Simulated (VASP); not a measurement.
# IrRh3 (Pm-3m) in VASP: single point with LDA

Aim: the single point of IrRh3 with LDA.

Everything below comes from runs of VASP 6.6.1. Logs are shortened: lines on timing, memory, paths and dates and some standing lists are left out, and cuts for length are marked.

## Step 1: The cell of the first run

Symmetry: Pm-3m, No. 221, cubic system. Conventional cell: a = 3.767 Å, b = 3.767 Å, c = 3.767 Å, α = 90.00°, β = 90.00°, γ = 90.00°. Within 3.5 Å of Ir (site symmetry m-3m) lie 12 Rh at 2.66 Å. Rh (site symmetry 4/mmm) has 4 Ir at 2.66 Å and 8 Rh at 2.66 Å within 3.5 Å.

## Step 2: Single point, LDA

File INCAR:

```
PREC     = Accurate       # precision mode
ENCUT    = 620            # plane-wave cutoff, eV
EDIFF    = 1E-6           # SCF threshold, eV
ISMEAR   = -1             # smearing method
SIGMA    = 0.05           # smearing width, eV
LREAL    = F              # projectors in reciprocal space
LASPH    = T              # aspherical terms in the spheres
NELM     = 120            # most SCF steps
ALGO     = Normal         # electronic algorithm
ISIF     = 2              # what is computed and relaxed
LWAVE    = F              # write WAVECAR
LCHARG   = F              # write CHGCAR
NBANDS   = 42             # bands
GGA_COMPAT= F
```

File KPOINTS:

```
Automatic mesh
0
Gamma
  6 6 6
```

File POSCAR:

```
IrRh3
1.0
    3.7668156167      0.0000000000      0.0000000000
    0.0000000000      3.7668156167      0.0000000000
    0.0000000000      0.0000000000      3.7668156167
Ir Rh
1 3
Direct
    0.0000000000      0.0000000000      0.0000000000
    0.0000000000      0.5000000000      0.5000000000
    0.5000000000      0.0000000000      0.5000000000
    0.5000000000      0.5000000000      0.0000000000
```

Potentials or basis: VASP PAW LDA potentials, release 64 (Ir_sv_GW, Rh_sv_GW).

Run with:

```bash
$ cat potpaw_LDA.64/Ir_sv_GW/POTCAR potpaw_LDA.64/Rh_sv_GW/POTCAR > POTCAR
$ mpirun -np 1 vasp_std > vasp.out
```

OUTCAR:

```text
PREC = Accurate
   ENCUT = 620
   EDIFF = 1E-6
   ISMEAR = -1
   LREAL = F
   LASPH = T
   NELM = 120
   ISIF = 2

 ion  position               nearest neighbor table
   1  0.000  0.000  0.000-   2 2.66   3 2.66   4 2.66   2 2.66   3 2.66   2 2.66   4 2.66   2 2.66
                             3 2.66   4 2.66   3 2.66   4 2.66
   2  0.000  0.500  0.500-   1 2.66   3 2.66   4 2.66   1 2.66   4 2.66   1 2.66   3 2.66   1 2.66
                             3 2.66   4 2.66   4 2.66   3 2.66
   3  0.500  0.000  0.500-   1 2.66   2 2.66   4 2.66   1 2.66   4 2.66   2 2.66   4 2.66   4 2.66
                             1 2.66   2 2.66   1 2.66   2 2.66
   4  0.500  0.500  0.000-   1 2.66   2 2.66   3 2.66   2 2.66   3 2.66   1 2.66   3 2.66   3 2.66
                             1 2.66   2 2.66   2 2.66   1 2.66

  LATTYP: Found a simple cubic cell.
 ALAT       =     3.7668156167

  Lattice vectors:

 A1 = (   3.7668156167,   0.0000000000,   0.0000000000)
 A2 = (   0.0000000000,   3.7668156167,   0.0000000000)
 A3 = (   0.0000000000,   0.0000000000,   3.7668156167)

Analysis of symmetry for initial positions (statically):
=====================================================================
 Subroutine PRICEL returns:
 Original cell was already a primitive cell.

 Routine SETGRP: Setting up the symmetry group for a
 simple cubic supercell.

 Subroutine GETGRP returns: Found 48 space group operations
 (whereof 48 operations were pure point group operations)
 out of a pool of 48 trial point group operations.

The static configuration has the point symmetry O_h .

Analysis of symmetry for dynamics (positions and initial velocities):
=====================================================================
 Subroutine PRICEL returns:
 Original cell was already a primitive cell.

 Routine SETGRP: Setting up the symmetry group for a
 simple cubic supercell.

 Subroutine GETGRP returns: Found 48 space group operations
 (whereof 48 operations were pure point group operations)
 out of a pool of 48 trial point group operations.

The dynamic configuration has the point symmetry O_h .

 Subroutine INISYM returns: Found 48 space group operations
 (whereof 48 operations are pure point group operations),
 and found     1 'primitive' translations

----------------------------------------------------------------------------------------

                                     Primitive cell

  volume of cell :      53.4470

  direct lattice vectors                    reciprocal lattice vectors
     3.766815617  0.000000000  0.000000000     0.265476228  0.000000000  0.000000000
     0.000000000  3.766815617  0.000000000     0.000000000  0.265476228  0.000000000
     0.000000000  0.000000000  3.766815617     0.000000000  0.000000000  0.265476228

  length of vectors
     3.766815617  3.766815617  3.766815617     0.265476228  0.265476228  0.265476228

  position of ions in fractional coordinates (direct lattice)
     0.000000000  0.000000000  0.000000000
     0.000000000  0.500000000  0.500000000
     0.500000000  0.000000000  0.500000000
     0.500000000  0.500000000  0.000000000

  ion indices of the primitive-cell ions
   primitive index   ion index
                 1           1
                 2           2
                 3           3
                 4           4

----------------------------------------------------------------------------------------

 KPOINTS: Automatic mesh

Automatic generation of k-mesh.
 Grid dimensions read from file:
 generate k-points for:    6    6    6

 Generating k-lattice:

  Cartesian coordinates                     Fractional coordinates (reciprocal lattice)
     0.044246038  0.000000000  0.000000000     0.166666667  0.000000000  0.000000000
     0.000000000  0.044246038  0.000000000     0.000000000  0.166666667  0.000000000
     0.000000000  0.000000000  0.044246038     0.000000000  0.000000000  0.166666667

  Length of vectors
     0.044246038  0.044246038  0.044246038

  Shift w.r.t. Gamma in fractional coordinates (k-lattice)
     0.000000000  0.000000000  0.000000000

 Subroutine IBZKPT returns following result:
 ===========================================

 Found     20 irreducible k-points:

 Following reciprocal coordinates:
            Coordinates               Weight
  0.000000  0.000000  0.000000      1.000000
  0.166667  0.000000  0.000000      6.000000
  0.333333  0.000000  0.000000      6.000000
  0.500000  0.000000  0.000000      3.000000
  0.166667  0.166667  0.000000     12.000000
  0.333333  0.166667  0.000000     24.000000
[... 12 lines left out ...]
  0.500000  0.500000  0.333333      6.000000
  0.500000  0.500000  0.500000      1.000000
   k-points           NKPTS =     20   k-points in BZ     NKDIM =     20   number of bands    NBANDS=     42
   number of dos      NEDOS =    301   number of ions     NIONS =      4
   total plane-waves  NPLWV =  32768
   dimension x,y,z NGX =    32 NGY =   32 NGZ =   32
   dimension x,y,z NGXF=    64 NGYF=   64 NGZF=   64
   ions per type =               1   3
   NGX,Y,Z   is equivalent  to a cutoff of  14.12, 14.12, 14.12 a.u.
   NGXF,Y,Z  is equivalent  to a cutoff of  28.25, 28.25, 28.25 a.u.
 SYSTEM =  unknown system
   PREC   = accura    normal or accurate (medium, high low for compatibility)
   ISTART =      0    job   : 0-new  1-cont  2-samecut
   ICHARG =      2    charge: 1-file 2-atom 10-const
   ISPIN  =      1    spin polarized calculation?
   LNONCOLLINEAR =      F non collinear calculations
   LSORBIT =      F    spin-orbit coupling
   LASPH  =      T    aspherical Exc in radial PAW
   ENCUT  =  620.0 eV  45.57 Ry    6.75 a.u.   7.65  7.65  7.65*2*pi/ulx,y,z
   NELM   =    120;   NELMIN=  2; NELMDL= -5     # of ELM steps
   EDIFF  = 0.1E-05   stopping-criterion for ELM
   LREAL  =      F    real-space projection
   EDIFFG = 0.1E-04   stopping-criterion for IOM
   NSW    =      0    number of steps for IOM
   IBRION =     -1    ionic relax: 0-MD 1-quasi-New 2-CG
   NFREE  =      0    steps in history (QN), initial steepest desc. (CG)
   ISIF   =      2    stress and relaxation
   ISYM   =      2    0-nonsym 1-usesym 2-fastsym
   POTIM  = 0.5000    time-step for ionic-motion
   TEBEG  =    0.0;   TEEND  =   0.0 temperature during run
   PSTRESS=    0.0 pullay stress
   NELECT =      68.0000    total number of electrons
   NUPDOWN=      -1.0000    fix difference up-down
   EMIN   =  10.00;   EMAX   =-10.00  energy-range for DOS
   EFERMI =   0.00;   METHOD = LEGACY
   ISMEAR =    -1;   SIGMA  =   0.05  broadening in eV -4-tet -1-fermi 0-gaus
   EFERMI_NEDOS =   21; number of points for ismear=-14 and -15
   IALGO  =     38    algorithm
   IMIX   =      4    mixing-type and parameters
     AMIX     =   0.40;   BMIX     =  1.00
     AMIX_MAG =   1.60;   BMIX_MAG =  1.00
  volume/ion in A,a.u.               =      13.36        90.17
  Fermi-wavevector in a.u.,A,eV,Ry     =   1.773931  3.352244 42.815247  3.146832
  Thomas-Fermi vector in A             =   2.840026
   LORBIT       =      0    0 simple, 1 ext, 2 COOP (PROOUT), +10 PAW based schemes
   GGA     = CA    functional components
   LHFCALC =     F    Hartree Fock is set to
   AEXX    =    0.0000 exact exchange contribution
   IVDW    =     0    specifies the selected vdW correction
   LEPSILON=     F    determine dielectric tensor
   LRPA    =     F    only Hartree local field effects (RPA)
 non-spin polarized calculation
  energy-cutoff  :      620.00
  volume of cell :       53.45
 maximum number of plane-waves:      1891
 NGX is ok and might be reduce to    32
   NGX = 15   NGY = 15   NGZ = 15

 number of electron      67.9999990 magnetization

 Free energy of the ion-electron system (eV)
  ---------------------------------------------------
  ext. energy  EPLUGINS =         0.00000000
  ---------------------------------------------------
  free energy    TOTEN  =       -34.50593581 eV

  energy without entropy =      -34.47551845  energy(sigma->0) =      -34.49072713

 E-fermi :  11.7523     XC(G=0): -14.7491

 val. band max:       11.7201402017   @ k =   0.3333   0.3333   0.0000
 cond. band min:      11.7707941622   @ k =   0.5000   0.1667   0.1667
 fundamental gap:      0.0506539605
 Fermi energy:        11.7522567222

 k-point     1 :       0.0000    0.0000    0.0000
  band No.  band energies     occupation
      1     -80.4500      2.00000
      2     -66.8975      2.00000
      3     -66.7664      2.00000
      4     -66.7664      2.00000
      5     -37.5403      2.00000
      6     -37.5403      2.00000
[... 34 lines left out ...]
     41      22.9241      0.00000
     42      24.5864      0.00000

 k-point     2 :       0.1667    0.0000    0.0000
  band No.  band energies     occupation
      1     -80.4500      2.00000
      2     -66.8899      2.00000
      3     -66.7742      2.00000
      4     -66.7664      2.00000
      5     -37.5360      2.00000
      6     -37.5360      2.00000
[... 34 lines left out ...]
     41      22.8787      0.00000
     42      23.7206      0.00000

 k-point     3 :       0.3333    0.0000    0.0000
  band No.  band energies     occupation
      1     -80.4500      2.00000
      2     -66.8701      2.00000
      3     -66.7942      2.00000
      4     -66.7662      2.00000
      5     -37.5273      2.00000
      6     -37.5273      2.00000
[... 34 lines left out ...]
     41      22.3597      0.00000
     42      23.0166      0.00000

 k-point     4 :       0.5000    0.0000    0.0000
  band No.  band energies     occupation
      1     -80.4499      2.00000
      2     -66.8543      2.00000
      3     -66.8101      2.00000
      4     -66.7661      2.00000
      5     -37.5229      2.00000
      6     -37.5229      2.00000
[... 664 lines left out ...]
     41      19.4049      0.00000
     42      20.7521      0.00000

 k-point    19 :       0.5000    0.5000    0.3333
  band No.  band energies     occupation
      1     -80.4494      2.00000
      2     -66.8097      2.00000
      3     -66.8097      2.00000
      4     -66.8097      2.00000
      5     -37.5581      2.00000
      6     -37.5581      2.00000
[... 34 lines left out ...]
     41      19.5774      0.00000
     42      21.5163      0.00000

 k-point    20 :       0.5000    0.5000    0.5000
  band No.  band energies     occupation
      1     -80.4494      2.00000
      2     -66.8096      2.00000
      3     -66.8096      2.00000
      4     -66.8096      2.00000
      5     -37.5648      2.00000
      6     -37.5648      2.00000
[... 34 lines left out ...]
     41      18.7659      0.00000
     42      21.0181      0.00000

------------------------ aborting loop because EDIFF is reached ----------------------------------------

  FORCE on cell =-STRESS in cart. coord.  units (eV):
  Direction    XX          YY          ZZ          XY          YZ          ZX
  --------------------------------------------------------------------------------------
  -------------------------------------------------------------------------------------
  Total        0.1838305      0.1838305      0.1838305      0.0000000     -0.0000000      0.0000000
  in kB        5.5106774      5.5106774      5.5106774      0.0000000     -0.0000000      0.0000000
  external PRESSURE =       5.5106774 kB  Pullay stress =       0.0000000 kB

 VOLUME and BASIS-vectors are now :
 -----------------------------------------------------------------------------
  energy-cutoff  :      620.00
  volume of cell :       53.45
      direct lattice vectors                 reciprocal lattice vectors
     3.766815617  0.000000000  0.000000000     0.265476228  0.000000000  0.000000000
     0.000000000  3.766815617  0.000000000     0.000000000  0.265476228  0.000000000
     0.000000000  0.000000000  3.766815617     0.000000000  0.000000000  0.265476228

 POSITION                                       TOTAL-FORCE (eV/Angst)
 -----------------------------------------------------------------------------------
      0.00000      0.00000      0.00000         0.000000      0.000000      0.000000
      0.00000      1.88341      1.88341         0.000000      0.000000      0.000000
      1.88341      0.00000      1.88341         0.000000      0.000000      0.000000
      1.88341      1.88341      0.00000         0.000000      0.000000      0.000000
 -----------------------------------------------------------------------------------
    total drift:                                0.000000     -0.000000     -0.000000

  FREE ENERGIE OF THE ION-ELECTRON SYSTEM (eV)
  ---------------------------------------------------
  free  energy   TOTEN  =       -34.5059358129 eV

  energy  without entropy=      -34.4755184516  energy(sigma->0) =      -34.49072713
```

Run time: 36 s. Hardware: 1 thread of Intel Xeon 6975P-C (Granite Rapids), shared host; peak memory 0.2 GiB.

Results:

- Free energy: -34.5059 eV
- Pressure: 0.6 GPa
- Band gap on the k mesh: zero (bands 34 and 35 overlap by 2.02 eV)

Caveat: spin-orbit coupling is left out, which moves the levels of the heavy elements.

The gap in the log of VASP goes by the Fermi energy; the results here count the filled bands.